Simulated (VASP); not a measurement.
# NiO (I4/mmm) in VASP: single point with PBEsol

Aim: the single point of NiO with PBEsol.

All numbers are computed with VASP 6.6.1; they aren't measurements. Logs are shortened: lines on timing, memory, paths and dates and some standing lists are left out, and cuts for length are marked.

## (1) The cell of the first run

The structure is tetragonal, space group I4/mmm (No. 139). Conventional cell: a = 2.911 Å, b = 2.911 Å, c = 4.322 Å, α = 90.00°, β = 90.00°, γ = 90.00°. Within 2.7 Å of Ni (site symmetry 4/mmm) lie 6 O at 2.06 to 2.16 Å. Within 2.7 Å of O (site symmetry 4/mmm) lie 6 Ni at 2.06 to 2.16 Å.

## (2) Single point, PBEsol, collinear spin, ferromagnetic start (strain +0.000 along x and y, +0.050 along z)

INCAR reads:

```
  ALGO = Normal
  EDIFF = 1E-7
  ENCUT = 520
  GGA = PS
  ISIF = 2
  ISMEAR = 0
  ISPIN = 2
  LASPH = T
  LCHARG = T
  LELF = T
  LMAXMIX = 4
  LORBIT = 11
  LREAL = F
  LVHAR = T
  LWAVE = F
  MAGMOM = 1.14 0.2
  NBANDS = 19
  NELM = 150
  PREC = Accurate
  SIGMA = 0.15
```

KPOINTS reads:

```
k-points
0
Gamma
  26 26 26
```

POSCAR reads:

```
NiO
1.0
    0.0000000000      2.0580571376      2.1609599945
    2.0580571376      0.0000000000      2.1609599945
    2.0580571376      2.0580571376      0.0000000000
Ni O
1 1
Direct
    0.0000000000      0.0000000000      0.0000000000
    0.5000000000      0.5000000000      0.5000000000
```

Potentials or basis: VASP PAW PBE potentials, release 64 (Ni, O).

On the command line:

```console
$ cat potpaw_PBE.64/Ni/POTCAR potpaw_PBE.64/O/POTCAR > POTCAR
$ mpirun -np 1 vasp_std > vasp.out
```

OUTCAR:

```text
EDIFF = 1E-7
   ENCUT = 520
   GGA = PS
   ISIF = 2
   ISMEAR = 0
   ISPIN = 2
   LASPH = T
   LORBIT = 11
   LREAL = F
   NELM = 150
   PREC = Accurate

 ion  position               nearest neighbor table
   1  0.000  0.000  0.000-   2 2.06   2 2.06   2 2.06   2 2.06   2 2.16   2 2.16
   2  0.500  0.500  0.500-   1 2.06   1 2.06   1 2.06   1 2.06   1 2.16   1 2.16

  LATTYP: Found a body centered tetragonal cell.
 ALAT       =     2.9105323161
 C/A-ratio  =     1.4849242405

  Lattice vectors:

 A1 = (  -2.0580571376,   0.0000000000,   2.1609599945)
 A2 = (   2.0580571376,   0.0000000000,   2.1609599945)
 A3 = (   0.0000000000,   2.0580571376,  -2.1609599945)

Analysis of symmetry for initial positions (statically):
=====================================================================
 Subroutine PRICEL returns:
 Original cell was already a primitive cell.

 Routine SETGRP: Setting up the symmetry group for a
 body centered tetragonal supercell.

 Subroutine GETGRP returns: Found 16 space group operations
 (whereof 16 operations were pure point group operations)
 out of a pool of 16 trial point group operations.

The static configuration has the point symmetry D_4h.

Analysis of symmetry for dynamics (positions and initial velocities):
=====================================================================
 Subroutine PRICEL returns:
 Original cell was already a primitive cell.

 Routine SETGRP: Setting up the symmetry group for a
 body centered tetragonal supercell.

 Subroutine GETGRP returns: Found 16 space group operations
 (whereof 16 operations were pure point group operations)
 out of a pool of 16 trial point group operations.

The dynamic configuration has the point symmetry D_4h.

Analysis of structural, dynamic, and magnetic symmetry:
=====================================================================
 Subroutine PRICEL returns:
 Original cell was already a primitive cell.

 Routine SETGRP: Setting up the symmetry group for a
 body centered tetragonal supercell.

 Subroutine GETGRP returns: Found 16 space group operations
 (whereof 16 operations were pure point group operations)
 out of a pool of 16 trial point group operations.

The overall configuration has the point symmetry D_4h.

 Subroutine INISYM returns: Found 16 space group operations
 (whereof 16 operations are pure point group operations),
 and found     1 'primitive' translations

----------------------------------------------------------------------------------------

                                     Primitive cell

  volume of cell :      18.3059

  direct lattice vectors                    reciprocal lattice vectors
     0.000000000  2.058057138  2.160959995    -0.242947579  0.242947579  0.231378647
     2.058057138  0.000000000  2.160959995     0.242947579 -0.242947579  0.231378647
     2.058057138  2.058057138  0.000000000     0.242947579  0.242947579 -0.231378647

  length of vectors
     2.984182850  2.984182850  2.910532316     0.414225942  0.414225942  0.414225942

  position of ions in fractional coordinates (direct lattice)
     0.000000000  0.000000000  0.000000000
     0.500000000  0.500000000  0.500000000

  ion indices of the primitive-cell ions
   primitive index   ion index
                 1           1
                 2           2

----------------------------------------------------------------------------------------

 KPOINTS: k-points

Automatic generation of k-mesh.
 Grid dimensions read from file:
 generate k-points for:   26   26   26

 Generating k-lattice:

  Cartesian coordinates                     Fractional coordinates (reciprocal lattice)
    -0.009344138  0.009344138  0.008899179     0.038461538  0.000000000  0.000000000
     0.009344138 -0.009344138  0.008899179     0.000000000  0.038461538  0.000000000
     0.009344138  0.009344138 -0.008899179     0.000000000  0.000000000  0.038461538

  Length of vectors
     0.015931767  0.015931767  0.015931767

  Shift w.r.t. Gamma in fractional coordinates (k-lattice)
     0.000000000  0.000000000  0.000000000

 Subroutine IBZKPT returns following result:
 ===========================================

 Found   1330 irreducible k-points:

 Following reciprocal coordinates:
            Coordinates               Weight
  0.000000  0.000000  0.000000      1.000000
  0.038462  0.000000  0.000000      8.000000
  0.076923  0.000000  0.000000      8.000000
  0.115385  0.000000  0.000000      8.000000
  0.153846  0.000000  0.000000      8.000000
  0.192308  0.000000  0.000000      8.000000
[... 16 lines left out ...]
  0.346154  0.038462  0.000000      8.000000
  0.384615  0.038462  0.000000      8.000000
 [... further k-points ...]
   k-points           NKPTS =   1330   k-points in BZ     NKDIM =   1330   number of bands    NBANDS=     19
   number of dos      NEDOS =    301   number of ions     NIONS =      2
   total plane-waves  NPLWV =  13824
   dimension x,y,z NGX =    24 NGY =   24 NGZ =   24
   dimension x,y,z NGXF=    48 NGYF=   48 NGZF=   48
   ions per type =               1   1
   NGX,Y,Z   is equivalent  to a cutoff of  13.37, 13.37, 13.71 a.u.
   NGXF,Y,Z  is equivalent  to a cutoff of  26.74, 26.74, 27.42 a.u.
 SYSTEM =  unknown system
   PREC   = accura    normal or accurate (medium, high low for compatibility)
   ISTART =      0    job   : 0-new  1-cont  2-samecut
   ICHARG =      2    charge: 1-file 2-atom 10-const
   ISPIN  =      2    spin polarized calculation?
   LNONCOLLINEAR =      F non collinear calculations
   LSORBIT =      F    spin-orbit coupling
   LASPH  =      T    aspherical Exc in radial PAW
   ENCUT  =  520.0 eV  38.22 Ry    6.18 a.u.   5.55  5.55  5.41*2*pi/ulx,y,z
   NELM   =    150;   NELMIN=  2; NELMDL= -5     # of ELM steps
   EDIFF  = 0.1E-06   stopping-criterion for ELM
   LREAL  =      F    real-space projection
   EDIFFG = 0.1E-05   stopping-criterion for IOM
   NSW    =      0    number of steps for IOM
   IBRION =     -1    ionic relax: 0-MD 1-quasi-New 2-CG
   NFREE  =      0    steps in history (QN), initial steepest desc. (CG)
   ISIF   =      2    stress and relaxation
   ISYM   =      2    0-nonsym 1-usesym 2-fastsym
   POTIM  = 0.5000    time-step for ionic-motion
   TEBEG  =    0.0;   TEEND  =   0.0 temperature during run
   PSTRESS=    0.0 pullay stress
   NELECT =      16.0000    total number of electrons
   NUPDOWN=      -1.0000    fix difference up-down
   EMIN   =  10.00;   EMAX   =-10.00  energy-range for DOS
   EFERMI =   0.00;   METHOD = LEGACY
   ISMEAR =     0;   SIGMA  =   0.15  broadening in eV -4-tet -1-fermi 0-gaus
   EFERMI_NEDOS =   21; number of points for ismear=-14 and -15
   IALGO  =     38    algorithm
   IMIX   =      4    mixing-type and parameters
     AMIX     =   0.40;   BMIX     =  1.00
     AMIX_MAG =   1.60;   BMIX_MAG =  1.00
  volume/ion in A,a.u.               =       9.15        61.77
  Fermi-wavevector in a.u.,A,eV,Ry     =   1.565252  2.957898 33.334467  2.450014
  Thomas-Fermi vector in A             =   2.667756
   LORBIT       =     11    0 simple, 1 ext, 2 COOP (PROOUT), +10 PAW based schemes
   GGA     = PS    functional components
   LHFCALC =     F    Hartree Fock is set to
   AEXX    =    0.0000 exact exchange contribution
   IVDW    =     0    specifies the selected vdW correction
   LEPSILON=     F    determine dielectric tensor
   LRPA    =     F    only Hartree local field effects (RPA)
 spin polarized calculation
 Gauss-broadening in eV      SIGMA  =   0.15
  energy-cutoff  :      520.00
  volume of cell :       18.31
 maximum number of plane-waves:       517
   NGX = 11   NGY = 11   NGZ = 11

 number of electron      16.0000002 magnetization       1.4121603

 Free energy of the ion-electron system (eV)
  ---------------------------------------------------
  ext. energy  EPLUGINS =         0.00000000
  ---------------------------------------------------
  free energy    TOTEN  =       -12.37519998 eV

  energy without entropy =      -12.35685027  energy(sigma->0) =      -12.36602513

 E-fermi :   7.6503     XC(G=0): -12.9086

 val. band max:        7.6485363142   @ k =  -0.2308   0.4615   0.3077
 cond. band min:       7.6511260520   @ k =  -0.2692   0.4615   0.2692
 fundamental gap:      0.0025897378
 Fermi energy:         7.6503067741

 spin component 1

 k-point     1 :       0.0000    0.0000    0.0000
  band No.  band energies     occupation
      1     -12.6989      1.00000
      2       4.5183      1.00000
      3       4.5183      1.00000
      4       4.6749      1.00000
      5       4.8924      1.00000
      6       4.9102      1.00000
[... 11 lines left out ...]
     18      32.3871      0.00000
     19      34.4260      0.00000

 k-point     2 :       0.0385    0.0000    0.0000
  band No.  band energies     occupation
      1     -12.6818      1.00000
      2       4.2930      1.00000
      3       4.3274      1.00000
      4       4.4363      1.00000
      5       5.0606      1.00000
      6       5.1220      1.00000
[... 476 lines left out ...]
 k-point    24 :       0.3846    0.0385    0.0000
  band No.  band energies     occupation
      1     -11.5644      1.00000
      2       0.0268      1.00000
      3       2.0451      1.00000
      4       2.0992      1.00000
      5       5.7744      1.00000
      6       5.8766      1.00000
[... 11 lines left out ...]
     18      37.5289      0.00000
     19      38.4402      0.00000

 [... further k-points ...]

 spin component 2

 k-point     1 :       0.0000    0.0000    0.0000
  band No.  band energies     occupation
      1     -12.3576      1.00000
      2       4.8990      1.00000
      3       4.8991      1.00000
      4       5.1135      1.00000
      5       5.7871      1.00000
      6       6.0442      1.00000
[... 11 lines left out ...]
     18      32.8572      0.00000
     19      34.8813      0.00000

 k-point     2 :       0.0385    0.0000    0.0000
  band No.  band energies     occupation
      1     -12.3402      1.00000
      2       4.7498      1.00000
      3       4.8179      1.00000
      4       4.9975      1.00000
      5       5.8347      1.00000
      6       6.0627      1.00000
[... 476 lines left out ...]
 k-point    24 :       0.3846    0.0385    0.0000
  band No.  band energies     occupation
      1     -11.1944      1.00000
      2       0.3426      1.00000
      3       2.8678      1.00000
      4       2.8989      1.00000
      5       6.6580      1.00000
      6       6.7339      1.00000
[... 11 lines left out ...]
     18      37.7956      0.00000
     19      38.7823      0.00000

 [... further k-points ...]
[... 5 lines left out ...]
  --------------------------------------------------------------------------------------
  -------------------------------------------------------------------------------------
  Total       -0.8288929     -0.8288929     -1.1089452      0.0000000      0.0000000     -0.0000000
  in kB      -72.5466623    -72.5466623    -97.0574944      0.0000000      0.0000000     -0.0000000
  external PRESSURE =     -80.7169397 kB  Pullay stress =       0.0000000 kB

 VOLUME and BASIS-vectors are now :
 -----------------------------------------------------------------------------
  energy-cutoff  :      520.00
  volume of cell :       18.31
      direct lattice vectors                 reciprocal lattice vectors
     0.000000000  2.058057138  2.160959995    -0.242947579  0.242947579  0.231378647
     2.058057138  0.000000000  2.160959995     0.242947579 -0.242947579  0.231378647
     2.058057138  2.058057138  0.000000000     0.242947579  0.242947579 -0.231378647

 POSITION                                       TOTAL-FORCE (eV/Angst)
 -----------------------------------------------------------------------------------
      0.00000      0.00000      0.00000         0.000000      0.000000      0.000000
      2.05806      2.05806      2.16096        -0.000000     -0.000000     -0.000000
 -----------------------------------------------------------------------------------
    total drift:                                0.000000     -0.000000     -0.000000

  FREE ENERGIE OF THE ION-ELECTRON SYSTEM (eV)
  ---------------------------------------------------
  free  energy   TOTEN  =       -12.3751999816 eV

  energy  without entropy=      -12.3568502722  energy(sigma->0) =      -12.36602513

 total charge

# of ion       s       p       d       tot
------------------------------------------
    1        0.335   0.405   8.284   9.024
    2        1.556   3.377   0.000   4.933
--------------------------------------------------
tot          1.891   3.782   8.284  13.957

 magnetization (x)

# of ion       s       p       d       tot
------------------------------------------
    1        0.011   0.013   1.150   1.174
    2        0.024   0.180   0.000   0.204
--------------------------------------------------
tot          0.035   0.193   1.150   1.378
```

It took 6.8 min on 1 thread of Intel Xeon 6975P-C (Granite Rapids), shared host; peak memory 0.74 GiB.

What came out:

| Quantity | Value |
| --- | --- |
| Free energy | -12.3752 eV |
| Pressure | -8.1 GPa |
| Net moment | 1.41 μB per cell |
| Site moments | Ni +1.17; O +0.20 μB |
| Valence electrons inside the program's atomic spheres | Ni 9.02; O 4.93 |

Caveat: the cell differs from its parent crystal (strain +0.000 along x and y, +0.050 along z); the cell stands under tension; the PAW data sets were made with another functional, which shifts forces and pressure a little; a cell with one magnetic atom can't hold antiferromagnetic order, which such compounds often take; semilocal functionals often make such compounds metallic where correlation or magnetic order opens a gap, which also shifts bond lengths.
